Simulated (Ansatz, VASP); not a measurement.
# One calculation of Mg7Te, two programs

```xyz
8
Lattice="-3.6244 3.6244 3.6244 3.6244 -3.6244 3.6244 3.6244 3.6244 -3.6244" Properties=species:S:1:pos:R:3 pbc="T T T"
Mg    1.8122   -1.8122    1.8122
Mg    0.0000    0.0000    3.6244
Mg   -1.8122    1.8122    1.8122
Mg    0.0000    3.6244    0.0000
Mg    1.8122    1.8122    1.8122
Mg    3.6244    0.0000    0.0000
Mg    1.8122    1.8122   -1.8122
Te    0.0000    0.0000    0.0000
```

Alike in both runs: functional PBE; k mesh 4 × 4 × 4; occupations gaussian, width 0.2 eV; no spin polarisation.

Ansatz relaxed the structure, and its values are those at the end. VASP's run is a single point on that final structure, the one shown.

```csv
,VASP,Ansatz
version,VASP 6.6.1,Ansatz 0.2.0
potentials or method,"VASP PAW PBE potentials, release 64 (Mg, Te), cutoff 520 eV","scalar-relativistic, plane waves, PAW"
valence electrons in the cell,20,86
```

```tsv
	VASP	Ansatz	Ansatz less VASP
gap on the k mesh at the Fermi level (eV)	none	none	-
pressure (GPa)	0.2	0.3	+0.11
```

A gap of «none» marks a metal or a gap that the smearing closes. VASP's potentials hold 20 valence electrons a cell and Ansatz's 86, so a difference there can come from the potentials and not from the codes.

Neither program's run includes spin-orbit coupling.
